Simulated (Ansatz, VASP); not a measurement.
# La in VASP and in Ansatz

File INCAR:

```
SYSTEM = La
PREC     = Accurate       ! precision mode
ENCUT    = 520            ! plane-wave cutoff, eV
EDIFF    = 1E-6           ! SCF threshold, eV
ISMEAR   = 0              ! smearing method
SIGMA    = 0.15           ! smearing width, eV
LREAL    = .False.        ! projectors in reciprocal space
LASPH    = .True.         ! aspherical terms in the spheres
NELM     = 60             ! most SCF steps
ALGO     = Fast           ! electronic algorithm
ISIF     = 2              ! what is computed and relaxed
LWAVE    = .False.        ! write WAVECAR
LCHARG   = .True.         ! write CHGCAR
GGA      = PS             ! functional
LELF     = .True.         ! ELF
LVHAR    = .True.       
NBANDS   = 30             ! bands
```

KPOINTS

```
Automatic mesh
0
Gamma
  12 12 4
  0 0 0
```

POSCAR

```
La
1.0
    3.7345000000      0.0000000000      0.0000000000
   -1.8672500000      3.2341718704      0.0000000000
    0.0000000000      0.0000000000     11.1487000000
La
4
Direct
    0.0000000000      0.0000000000      0.0000000000
    0.0000000000      0.0000000000      0.5000000000
    0.3333333333      0.6666666667      0.2500000000
    0.6666666667      0.3333333333      0.7500000000
```

Input for Ansatz:

```yaml
crystal:
  lattice:
    - [3.7345, 0.0, 0.0]
    - [-1.86725, 3.2341718704, 0.0]
    - [0.0, 0.0, 11.1487]
  atoms:
    - { symbol: La, position: [0.0, 0.0, 0.0] }
    - { symbol: La, position: [0.0, 0.0, 0.5] }
    - { symbol: La, position: [0.3333333333, 0.6666666667, 0.25] }
    - { symbol: La, position: [0.6666666667, 0.3333333333, 0.75] }
basis:
  ecutwfc: 420
kpoints:
  mp_grid: { grid: [12, 12, 4] }
hamiltonian:
  xc: pbesol
scf:
  occupations: { method: gaussian, width: 0.15 }
output:
  forces: true
  stress: true
  eigenvalues: true
```

Alike in both runs: task single point; functional PBEsol; k mesh 12 × 12 × 4; occupations gaussian, width 0.15 eV; no spin polarisation.

|  | VASP | Ansatz |
| --- | --- | --- |
| version | VASP 6.6.1 | Ansatz 0.2.0 |
| potentials or method | VASP PAW PBE potentials, release 64 (La), cutoff 520 eV | scalar-relativistic, plane waves, PAW |
| valence electrons in the cell | 44 | 44 |

```csv
,VASP,Ansatz,Ansatz less VASP
gap on the k mesh at the Fermi level (eV),none,none,-
pressure (GPa),0.5,0.4,-0.08
"traceless stress, the component that is largest in VASP (GPa)",2.68,2.68,0.000
```

VASP's potentials were made for PBE, not for PBEsol. A gap of «none» marks a metal or a gap that the smearing closes. With one functional, cell and mesh, what is left measures potentials, basis and numerics.

Neither program's run includes spin-orbit coupling.
